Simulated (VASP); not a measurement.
C, 2 atoms in the cell. It takes space group Fd-3m (No. 227, cubic). Conventional cell: a = 3.519 Å, b = 3.519 Å, c = 3.519 Å, α = 90.00°, β = 90.00°, γ = 90.00°. Within 2.0 Å of C (site symmetry -43m) lie 4 C at 1.52 Å. 

- Program: VASP 6.6.1
- Task: single point
- Functional: PBE0
- Potentials or basis: VASP PAW PBE potentials, release 64 (C)
- Cutoff: 520 eV
- k mesh: 7 × 7 × 7
- Occupations: fermi-dirac, width 0.05 eV
- Spin: no spin polarisation
- Dipole correction: no
- Grid for exact exchange (PRECFOCK): Normal
- Further INCAR settings: ALGO = Normal; EDIFF = 1e-07; NBANDS = 11
- Share of exact exchange: 0.25

Potentials or basis: VASP PAW PBE potentials, release 64 (C).

The run is started by

```bash
$ cat potpaw_PBE.64/C/POTCAR > POTCAR
$ cp INCAR.step1 INCAR
$ mpirun -np 1 vasp_std > vasp.out
$ cp INCAR.step2 INCAR
$ mpirun -np 1 vasp_std > vasp.out
```

Hardware: 1 thread of Intel(R) Xeon(R) Platinum 8259CL CPU @ 2.50GHz (Skylake/Cascade Lake), on a shared host.

Q: How long does it take, and how much memory?

A: It took 4.3 min on 1 thread of Intel(R) Xeon(R) Platinum 8259CL CPU @ 2.50GHz (Skylake/Cascade Lake), with other jobs on the host, peak memory 0.12 GiB. Counts: k points 20.
